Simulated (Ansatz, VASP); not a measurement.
**Li: VASP beside Ansatz**

File INCAR:

```
PREC = Accurate
ENCUT = 600
EDIFF = 1E-6
ISMEAR = 0
SIGMA = 0.1
LREAL = F
LASPH = T
NELM = 60
ALGO = Fast
ISIF = 3
LWAVE = F
LCHARG = F
GGA = PS
IBRION = 2
NSW = 90
EDIFFG = -0.04
```

KPOINTS

```
Automatic mesh
0
Gamma
  6 6 4
```

File POSCAR:

```
Li
1.0
    3.9880970947      0.0000000000      0.0000000000
   -1.9940485474      3.4537933968      0.0000000000
    0.0000000000      0.0000000000      4.5246296550
Li
3
Direct
    0.2254000000      0.0000000000      0.3333333333
    0.0000000000      0.2254000000      0.6666666667
    0.7746000000      0.7746000000      0.0000000000
```

Input for Ansatz:

```yaml
crystal:
  lattice:
    - [3.9880970947, 0.0, 0.0]
    - [-1.9940485474, 3.4537933968, 0.0]
    - [0.0, 0.0, 4.524629655]
  atoms:
    - { symbol: Li, position: [0.2254, 0.0, 0.3333333333] }
    - { symbol: Li, position: [0.0, 0.2254, 0.6666666667] }
    - { symbol: Li, position: [0.7746, 0.7746, 0.0] }
basis:
  ecutwfc: 420
kpoints:
  mp_grid: { grid: [6, 6, 4] }
hamiltonian:
  xc: pbesol
scf:
  occupations: { method: gaussian, width: 0.1 }
  lower_state_search: "off"
output:
  forces: true
  stress: true
  eigenvalues: true
relax:
  adjacent_minimum: "off"
  f_tol: 0.04
  max_steps: 70
  cell: { stress_tol: 0.4 }
```

Alike in both runs: task relaxation of cell and atoms; functional PBEsol; k mesh 6 × 6 × 4; occupations gaussian, width 0.1 eV; no spin polarisation.

```csv
,VASP,Ansatz
version,VASP 6.6.1,Ansatz 0.2.0
potentials or method,"VASP PAW PBE potentials, release 64 (Li_sv), cutoff 600 eV","scalar-relativistic, plane waves, PAW"
valence electrons in the cell,9,9
```

```csv
,VASP,Ansatz,Ansatz less VASP
"gap on the k mesh at the Fermi level, each at its own relaxed structure (eV)",none,none,-
relaxed volume (Å³/atom),18.69,20.31,+1.620
relaxed cell length with the largest relative difference (Å),3.327,4.751,+1.4245
```

VASP's potentials were made for PBE, not for PBEsol. A gap of «none» marks a metal or a gap that the smearing closes. One of these differences is far larger than is usual between the two programs; its cause wasn't traced.

Noted on VASP's run: the cutoff is short for stress, so the pressure is rough.
